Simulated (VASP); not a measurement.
Write the native input for VASP 6.6.1 that does the following.

* Task: single point
* Functional: r2SCAN
* Potentials or basis: VASP PAW PBE potentials, release 64 (Ga_d)
* Cutoff: 520 eV
* k mesh: 11 × 11 × 11
* Occupations: fermi-dirac, width 0.15 eV
* Spin: no spin polarisation
* Dipole correction: no
* Further INCAR settings: ALGO = Normal; EDIFF = 1e-06; NBANDS = 12

The system is Ga.

```
Ga
1.0
    -1.40400    1.40400    2.22900
     1.40400   -1.40400    2.22900
     1.40400    1.40400   -2.22900
Ga
1
Direct
  0.00000 0.00000 0.00000
```

These files were run (other wordings do the same):

POSCAR

```
Ga
1.0
   -1.4040000000      1.4040000000      2.2290000000
    1.4040000000     -1.4040000000      2.2290000000
    1.4040000000      1.4040000000     -2.2290000000
Ga
1
Direct
    0.0000000000      0.0000000000      0.0000000000
```

INCAR.step1

```
SYSTEM = Ga
  PREC = Accurate
  ENCUT = 520
  ISMEAR = -1
  SIGMA = 0.15
  LREAL = .FALSE.
  LASPH = .TRUE.
  NELM = 80
  NBANDS = 12
  GGA = PE
  ALGO = Normal
  EDIFF = 1E-4
  LWAVE = .TRUE.
  LCHARG = .FALSE.
```

INCAR.step2

```
SYSTEM = Ga
  PREC = Accurate
  ENCUT = 520
  EDIFF = 1E-6
  ISMEAR = -1
  SIGMA = 0.15
  LREAL = .FALSE.
  LASPH = .TRUE.
  NELM = 80
  ALGO = Normal
  ISIF = 2
  LWAVE = .FALSE.
  LCHARG = .FALSE.
  METAGGA = R2SCAN
  LMIXTAU = .TRUE.
  NBANDS = 12
  ISTART = 1
```

KPOINTS

```
Automatic mesh
0
G
  11 11 11
  0 0 0
```

Potentials or basis: VASP PAW PBE potentials, release 64 (Ga_d).

Launch:

```sh
$ cat potpaw_PBE.64/Ga_d/POTCAR > POTCAR
$ cp INCAR.step1 INCAR
$ mpirun -np 1 vasp_std > vasp.out
$ cp INCAR.step2 INCAR
$ mpirun -np 1 vasp_std > vasp.out
```

Results of the run:

| Property | Result |
| --- | --- |
| Pressure | 0.9 GPa |
| Band gap on the k mesh | zero (an odd number of electrons rules out a gap without spin polarisation) |

Caveat: the PAW data sets were made with another functional, which shifts forces and pressure a little.

It took 85 s on 1 thread of Intel(R) Xeon(R) Platinum 8259CL CPU @ 2.50GHz (Skylake/Cascade Lake), on a shared host, peak memory 0.16 GiB.
